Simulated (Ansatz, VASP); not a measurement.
**CSO: VASP beside Ansatz**

```xyz
3
Lattice="5.4313 0.0000 0.0000 0.0000 5.4313 0.0000 0.0000 0.0000 26.3131" Properties=species:S:1:pos:R:3 pbc="T T T"
O     2.1361    1.3575   16.4713
C     2.3124    1.3576   15.3062
S     4.1649    4.0733   15.1715
```

Alike in both runs: task single point; functional PBE; dispersion D3(BJ); k mesh 4 × 4 × 1; occupations gaussian, width 0.1 eV; no spin polarisation.

|  | VASP | Ansatz |
| --- | --- | --- |
| version | VASP 6.6.1 | Ansatz 0.2.0 |
| potentials or method | VASP PAW PBE potentials, release 64 (O, C, S), cutoff 520 eV | scalar-relativistic, plane waves, PAW |
| valence electrons in the cell | 16 | 16 |

```csv
,VASP,Ansatz,Ansatz less VASP
gap on the k mesh at the Fermi level (eV),none,none,-
rms of the force components (eV/Å),1.631,1.957,+0.3264
```

Atom by atom the forces differ by 0.327 eV/Å (rms over components). A gap of «none» marks a metal or a gap that the smearing closes.

Noted on VASP's run: the standard files for N, O and F lose accuracy on very short bonds.
